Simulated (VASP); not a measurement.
# In3Sb (Pm-3m) in VASP: further runs

In3Sb is run at these levels: PBEsol; tasks: single point, relaxation of cell and atoms.

Program: VASP 6.6.1. These are calculated values, not measurements. Logs are shortened: lines on timing, memory, paths and dates and some standing lists are left out, and cuts for length are marked.

## (1) The cell of the first run

The structure is cubic, space group Pm-3m (No. 221). The conventional cell has a = 4.757 Å, b = 4.757 Å, c = 4.757 Å, α = 90.00°, β = 90.00°, γ = 90.00°. Sb (site symmetry m-3m) has 12 In at 3.36 Å within 4.4 Å. In (site symmetry 4/mmm) has 4 Sb at 3.36 Å and 8 In at 3.36 Å within 4.4 Å.

## (2) Single point, PBEsol

File INCAR:

```
PREC = Accurate
ENCUT = 520
EDIFF = 1E-6
ISMEAR = 0
SIGMA = 0.01
LREAL = False
LASPH = True
NELM = 80
ALGO = Normal
ISIF = 2
LWAVE = False
LCHARG = False
GGA = PS
NBANDS = 30
```

File KPOINTS:

```
regular mesh
0
Gamma
  5 5 5
```

File POSCAR:

```
In3Sb
1.0
    4.7569151002      0.0000000000      0.0000000000
    0.0000000000      4.7569151002      0.0000000000
    0.0000000000      0.0000000000      4.7569151002
Sb In
1 3
Direct
    0.0000000000      0.0000000000      0.0000000000
    0.0000000000      0.5000000000      0.5000000000
    0.5000000000      0.0000000000      0.5000000000
    0.5000000000      0.5000000000      0.0000000000
```

Potentials or basis: VASP PAW PBE potentials, release 64 (Sb, In_d).

Command:

```bash
$ cat potpaw_PBE.64/Sb/POTCAR potpaw_PBE.64/In_d/POTCAR > POTCAR
$ mpirun -np 1 vasp_std > vasp.out
```

OUTCAR:

```text
PREC = Accurate
   ENCUT = 520
   EDIFF = 1E-6
   ISMEAR = 0
   LREAL = False
   LASPH = True
   NELM = 80
   ISIF = 2
   GGA = PS

 ion  position               nearest neighbor table
   1  0.000  0.000  0.000-   2 3.36   3 3.36   4 3.36   2 3.36   3 3.36   2 3.36   4 3.36   2 3.36
                             3 3.36   4 3.36   3 3.36   4 3.36
   2  0.000  0.500  0.500-   1 3.36   3 3.36   4 3.36   1 3.36   4 3.36   1 3.36   3 3.36   1 3.36
                             3 3.36   4 3.36   4 3.36   3 3.36
   3  0.500  0.000  0.500-   1 3.36   2 3.36   4 3.36   1 3.36   4 3.36   2 3.36   4 3.36   4 3.36
                             1 3.36   2 3.36   1 3.36   2 3.36
   4  0.500  0.500  0.000-   1 3.36   2 3.36   3 3.36   2 3.36   3 3.36   1 3.36   3 3.36   3 3.36
                             1 3.36   2 3.36   2 3.36   1 3.36

  LATTYP: Found a simple cubic cell.
 ALAT       =     4.7569151002

  Lattice vectors:

 A1 = (   4.7569151002,   0.0000000000,   0.0000000000)
 A2 = (   0.0000000000,   4.7569151002,   0.0000000000)
 A3 = (   0.0000000000,   0.0000000000,   4.7569151002)

Analysis of symmetry for initial positions (statically):
=====================================================================
 Subroutine PRICEL returns:
 Original cell was already a primitive cell.

 Routine SETGRP: Setting up the symmetry group for a
 simple cubic supercell.

 Subroutine GETGRP returns: Found 48 space group operations
 (whereof 48 operations were pure point group operations)
 out of a pool of 48 trial point group operations.

The static configuration has the point symmetry O_h .

Analysis of symmetry for dynamics (positions and initial velocities):
=====================================================================
 Subroutine PRICEL returns:
 Original cell was already a primitive cell.

 Routine SETGRP: Setting up the symmetry group for a
 simple cubic supercell.

 Subroutine GETGRP returns: Found 48 space group operations
 (whereof 48 operations were pure point group operations)
 out of a pool of 48 trial point group operations.

The dynamic configuration has the point symmetry O_h .

 Subroutine INISYM returns: Found 48 space group operations
 (whereof 48 operations are pure point group operations),
 and found     1 'primitive' translations

----------------------------------------------------------------------------------------

                                     Primitive cell

  volume of cell :     107.6406

  direct lattice vectors                    reciprocal lattice vectors
     4.756915100  0.000000000  0.000000000     0.210220275  0.000000000  0.000000000
     0.000000000  4.756915100  0.000000000     0.000000000  0.210220275  0.000000000
     0.000000000  0.000000000  4.756915100     0.000000000  0.000000000  0.210220275

  length of vectors
     4.756915100  4.756915100  4.756915100     0.210220275  0.210220275  0.210220275

  position of ions in fractional coordinates (direct lattice)
     0.000000000  0.000000000  0.000000000
     0.000000000  0.500000000  0.500000000
     0.500000000  0.000000000  0.500000000
     0.500000000  0.500000000  0.000000000

  ion indices of the primitive-cell ions
   primitive index   ion index
                 1           1
                 2           2
                 3           3
                 4           4

----------------------------------------------------------------------------------------

 KPOINTS: regular mesh

Automatic generation of k-mesh.
 Grid dimensions read from file:
 generate k-points for:    5    5    5

 Generating k-lattice:

  Cartesian coordinates                     Fractional coordinates (reciprocal lattice)
     0.042044055  0.000000000  0.000000000     0.200000000  0.000000000  0.000000000
     0.000000000  0.042044055  0.000000000     0.000000000  0.200000000  0.000000000
     0.000000000  0.000000000  0.042044055     0.000000000  0.000000000  0.200000000

  Length of vectors
     0.042044055  0.042044055  0.042044055

  Shift w.r.t. Gamma in fractional coordinates (k-lattice)
     0.000000000  0.000000000  0.000000000

 Subroutine IBZKPT returns following result:
 ===========================================

 Found     10 irreducible k-points:

 Following reciprocal coordinates:
            Coordinates               Weight
  0.000000  0.000000  0.000000      1.000000
  0.200000  0.000000  0.000000      6.000000
  0.400000  0.000000  0.000000      6.000000
  0.200000  0.200000  0.000000     12.000000
  0.400000  0.200000  0.000000     24.000000
  0.400000  0.400000  0.000000     12.000000
  0.200000  0.200000  0.200000      8.000000
  0.400000  0.200000  0.200000     24.000000
  0.400000  0.400000  0.200000     24.000000
  0.400000  0.400000  0.400000      8.000000
   k-points           NKPTS =     10   k-points in BZ     NKDIM =     10   number of bands    NBANDS=     30
   number of dos      NEDOS =    301   number of ions     NIONS =      4
   total plane-waves  NPLWV =  46656
   dimension x,y,z NGX =    36 NGY =   36 NGZ =   36
   dimension x,y,z NGXF=    72 NGYF=   72 NGZF=   72
   ions per type =               1   3
   NGX,Y,Z   is equivalent  to a cutoff of  12.58, 12.58, 12.58 a.u.
   NGXF,Y,Z  is equivalent  to a cutoff of  25.16, 25.16, 25.16 a.u.
 SYSTEM =  unknown system
   PREC   = accura    normal or accurate (medium, high low for compatibility)
   ISTART =      0    job   : 0-new  1-cont  2-samecut
   ICHARG =      2    charge: 1-file 2-atom 10-const
   ISPIN  =      1    spin polarized calculation?
   LNONCOLLINEAR =      F non collinear calculations
   LSORBIT =      F    spin-orbit coupling
   LASPH  =      T    aspherical Exc in radial PAW
   ENCUT  =  520.0 eV  38.22 Ry    6.18 a.u.   8.84  8.84  8.84*2*pi/ulx,y,z
   NELM   =     80;   NELMIN=  2; NELMDL= -5     # of ELM steps
   EDIFF  = 0.1E-05   stopping-criterion for ELM
   LREAL  =      F    real-space projection
   EDIFFG = 0.1E-04   stopping-criterion for IOM
   NSW    =      0    number of steps for IOM
   IBRION =     -1    ionic relax: 0-MD 1-quasi-New 2-CG
   NFREE  =      0    steps in history (QN), initial steepest desc. (CG)
   ISIF   =      2    stress and relaxation
   ISYM   =      2    0-nonsym 1-usesym 2-fastsym
   POTIM  = 0.5000    time-step for ionic-motion
   TEBEG  =    0.0;   TEEND  =   0.0 temperature during run
   PSTRESS=    0.0 pullay stress
   NELECT =      44.0000    total number of electrons
   NUPDOWN=      -1.0000    fix difference up-down
   EMIN   =  10.00;   EMAX   =-10.00  energy-range for DOS
   EFERMI =   0.00;   METHOD = LEGACY
   ISMEAR =     0;   SIGMA  =   0.01  broadening in eV -4-tet -1-fermi 0-gaus
   EFERMI_NEDOS =   21; number of points for ismear=-14 and -15
   IALGO  =     38    algorithm
   IMIX   =      4    mixing-type and parameters
     AMIX     =   0.40;   BMIX     =  1.00
     AMIX_MAG =   1.60;   BMIX_MAG =  1.00
  volume/ion in A,a.u.               =      26.91       181.60
  Fermi-wavevector in a.u.,A,eV,Ry     =   1.214974  2.295968 20.084401  1.476162
  Thomas-Fermi vector in A             =   2.350376
   LORBIT       =      0    0 simple, 1 ext, 2 COOP (PROOUT), +10 PAW based schemes
   GGA     = PS    functional components
   LHFCALC =     F    Hartree Fock is set to
   AEXX    =    0.0000 exact exchange contribution
   IVDW    =     0    specifies the selected vdW correction
   LEPSILON=     F    determine dielectric tensor
   LRPA    =     F    only Hartree local field effects (RPA)
 non-spin polarized calculation
 Gauss-broadening in eV      SIGMA  =   0.01
  energy-cutoff  :      520.00
  volume of cell :      107.64
 maximum number of plane-waves:      2945
 NGX is ok and might be reduce to    36
   NGX = 17   NGY = 17   NGZ = 17

 number of electron      44.0000051 magnetization

 Free energy of the ion-electron system (eV)
  ---------------------------------------------------
  ext. energy  EPLUGINS =         0.00000000
  ---------------------------------------------------
  free energy    TOTEN  =       -13.25410934 eV

  energy without entropy =      -13.25197975  energy(sigma->0) =      -13.25304454

 E-fermi :   7.3589     XC(G=0): -10.2763

 val. band max:        7.3570359595   @ k =   0.4000   0.4000   0.2000
 cond. band min:       7.3591999719   @ k =   0.4000   0.2000   0.2000
 fundamental gap:      0.0021640124
 Fermi energy:         7.3588665484

 k-point     1 :       0.0000    0.0000    0.0000
  band No.  band energies     occupation
      1      -7.3037      2.00000
      2      -7.2974      2.00000
      3      -7.2974      2.00000
      4      -7.2974      2.00000
      5      -7.1535      2.00000
      6      -7.1535      2.00000
[... 22 lines left out ...]
     29      13.4831      0.00000
     30      13.9413      0.00000

 k-point     2 :       0.2000    0.0000    0.0000
  band No.  band energies     occupation
      1      -7.2904      2.00000
      2      -7.2708      2.00000
      3      -7.2593      2.00000
      4      -7.2593      2.00000
      5      -7.1486      2.00000
      6      -7.1275      2.00000
[... 22 lines left out ...]
     29      14.0131      0.00000
     30      14.1826      0.00000

 k-point     3 :       0.4000    0.0000    0.0000
  band No.  band energies     occupation
      1      -7.2785      2.00000
      2      -7.2009      2.00000
      3      -7.1594      2.00000
      4      -7.1594      2.00000
      5      -7.1346      2.00000
      6      -7.0694      2.00000
[... 22 lines left out ...]
     29      13.5458      0.00000
     30      13.5665      0.00000

 k-point     4 :       0.2000    0.2000    0.0000
  band No.  band energies     occupation
      1      -7.2650      2.00000
      2      -7.2550      2.00000
      3      -7.2402      2.00000
      4      -7.2220      2.00000
      5      -7.1346      2.00000
      6      -7.1095      2.00000
[... 22 lines left out ...]
     29      13.3356      0.00000
     30      13.8476      0.00000

 k-point     5 :       0.4000    0.2000    0.0000
  band No.  band energies     occupation
      1      -7.2450      2.00000
      2      -7.1980      2.00000
      3      -7.1512      2.00000
      4      -7.1504      2.00000
      5      -7.1268      2.00000
      6      -7.0789      2.00000
[... 22 lines left out ...]
     29      12.1093      0.00000
     30      12.2028      0.00000

 k-point     6 :       0.4000    0.4000    0.0000
  band No.  band energies     occupation
      1      -7.1899      2.00000
      2      -7.1742      2.00000
      3      -7.1568      2.00000
      4      -7.1167      2.00000
      5      -7.1104      2.00000
      6      -7.0961      2.00000
[... 22 lines left out ...]
     29      12.6120      0.00000
     30      13.3036      0.00000

 k-point     7 :       0.2000    0.2000    0.2000
  band No.  band energies     occupation
      1      -7.2645      2.00000
      2      -7.2236      2.00000
      3      -7.2236      2.00000
      4      -7.1967      2.00000
      5      -7.1043      2.00000
      6      -7.1043      2.00000
[... 22 lines left out ...]
     29      12.1921      0.00000
     30      14.3798      0.00000

 k-point     8 :       0.4000    0.2000    0.2000
  band No.  band energies     occupation
      1      -7.2359      2.00000
      2      -7.1903      2.00000
      3      -7.1664      2.00000
      4      -7.1462      2.00000
      5      -7.1163      2.00000
      6      -7.1026      2.00000
[... 22 lines left out ...]
     29      12.3978      0.00000
     30      14.0906      0.00000

 k-point     9 :       0.4000    0.4000    0.2000
  band No.  band energies     occupation
      1      -7.2087      2.00000
      2      -7.1769      2.00000
      3      -7.1741      2.00000
      4      -7.1556      2.00000
      5      -7.1522      2.00000
      6      -7.0953      2.00000
[... 22 lines left out ...]
     29      13.1070      0.00000
     30      13.5357      0.00000

 k-point    10 :       0.4000    0.4000    0.4000
  band No.  band energies     occupation
      1      -7.2416      2.00000
      2      -7.2052      2.00000
      3      -7.1811      2.00000
      4      -7.1811      2.00000
      5      -7.1530      2.00000
      6      -7.1530      2.00000
[... 22 lines left out ...]
     29      14.6385      0.00000
     30      15.1938      0.00000

------------------------ aborting loop because EDIFF is reached ----------------------------------------

  FORCE on cell =-STRESS in cart. coord.  units (eV):
  Direction    XX          YY          ZZ          XY          YZ          ZX
  --------------------------------------------------------------------------------------
  -------------------------------------------------------------------------------------
  Total       -0.0573892     -0.0573892     -0.0573892     -0.0000000     -0.0000000      0.0000000
  in kB       -0.8542096     -0.8542096     -0.8542096     -0.0000000     -0.0000000      0.0000000
  external PRESSURE =      -0.8542096 kB  Pullay stress =       0.0000000 kB

 VOLUME and BASIS-vectors are now :
 -----------------------------------------------------------------------------
  energy-cutoff  :      520.00
  volume of cell :      107.64
      direct lattice vectors                 reciprocal lattice vectors
     4.756915100  0.000000000  0.000000000     0.210220275  0.000000000  0.000000000
     0.000000000  4.756915100  0.000000000     0.000000000  0.210220275  0.000000000
     0.000000000  0.000000000  4.756915100     0.000000000  0.000000000  0.210220275

 POSITION                                       TOTAL-FORCE (eV/Angst)
 -----------------------------------------------------------------------------------
      0.00000      0.00000      0.00000         0.000000      0.000000      0.000000
      0.00000      2.37846      2.37846         0.000000      0.000000      0.000000
      2.37846      0.00000      2.37846         0.000000      0.000000      0.000000
      2.37846      2.37846      0.00000         0.000000      0.000000      0.000000
 -----------------------------------------------------------------------------------
    total drift:                                0.000000      0.000000      0.000000

  FREE ENERGIE OF THE ION-ELECTRON SYSTEM (eV)
  ---------------------------------------------------
  free  energy   TOTEN  =       -13.2541093372 eV

  energy  without entropy=      -13.2519797514  energy(sigma->0) =      -13.25304454
```

It took 23 s on 1 thread of AMD EPYC 7R13 (Zen 3), shared host; peak memory 0.18 GiB.

What came out:

```yaml
Free_energy: -13.2541 eV
Pressure: -0.1 GPa
Band_gap_on_the_k_mesh: zero (band 22 reaches 7.73 eV, above the bottom of band 23 at 5.47 eV)
```

Caveat: the PAW data sets were made with another functional, which shifts forces and pressure a little; spin-orbit coupling is left out, which moves the levels of the heavy elements.

## (3) Relaxation of cell and atoms, PBEsol

This run uses another cell than the first one, of 28.34 Å³/atom, 1.053 times its volume.

File INCAR:

```
SYSTEM = In3Sb
  ALGO = Normal
  EDIFF = 1E-6
  EDIFFG = -0.03
  ENCUT = 600
  GGA = PS
  IBRION = 2
  ISIF = 3
  ISMEAR = 0
  LASPH = .True.
  LCHARG = .False.
  LREAL = .False.
  LWAVE = .False.
  NELM = 80
  NSW = 60
  PREC = Accurate
  SIGMA = 0.01
```

File KPOINTS:

```
k-points
0
Gamma
  5 5 5
  0 0 0
```

File POSCAR:

```
In3Sb
1.0
    4.8400000000      0.0000000000      0.0000000000
    0.0000000000      4.8400000000      0.0000000000
    0.0000000000      0.0000000000      4.8400000000
Sb In
1 3
Direct
    0.0000000000      0.0000000000      0.0000000000
    0.0000000000      0.5000000000      0.5000000000
    0.5000000000      0.0000000000      0.5000000000
    0.5000000000      0.5000000000      0.0000000000
```

Potentials or basis: VASP PAW PBE potentials, release 64 (Sb, In_d).

Command:

```bash
$ cat potpaw_PBE.64/Sb/POTCAR potpaw_PBE.64/In_d/POTCAR > POTCAR
$ mpirun -np 1 vasp_std > vasp.out
```

It took 48 s on 1 thread of AMD EPYC 7R13 (Zen 3), shared host; peak memory 0.23 GiB.

Results (log left out):

| Property | Result |
| --- | --- |
| Free energy | -13.2553 eV |
| Relaxed volume | 26.89 Å³/atom |
| Relaxed cell | a = 4.756 Å, b = 4.756 Å, c = 4.756 Å, α = 90.00°, β = 90.00°, γ = 90.00° |
| Space group after relaxing (to 0.05 Å) | Pm-3m (No. 221) |
| Energy gained by relaxing | 9.5 meV/atom |
| Ionic steps | 2 |
| Pressure after relaxing | 0.1 GPa |
| Band gap on the k mesh | zero (band 22 reaches 7.74 eV, above the bottom of band 23 at 5.47 eV) |

The path:
| step | energy change (eV) | largest force (eV/Å) | pressure (GPa) | volume (Å³) |
| --- | --- | --- | --- | --- |
| 1 | 0.0000 | 0.0000 | -2.04 | 113.38 |
| 2 | -0.0379 | 0.0000 | 0.05 | 107.57 |

Final structure:
```
CELL_PARAMETERS angstrom
4.75583 0.00000 0.00000
0.00000 4.75583 0.00000
0.00000 0.00000 4.75583
ATOMIC_POSITIONS crystal
Sb 0.00000 0.00000 0.00000
In 0.00000 0.50000 0.50000
In 0.50000 0.00000 0.50000
In 0.50000 0.50000 0.00000
```

Levels at points of the mesh, in eV from the Fermi level:
```tsv
k point	band 20	band 21	band 22	band 23	band 24	band 25
(0.00, 0.00, 0.00)	-3.06	-2.36	-2.36	2.29	2.29	2.29
```

Caveat: the PAW data sets were made with another functional, which shifts forces and pressure a little; spin-orbit coupling is left out, which moves the levels of the heavy elements.
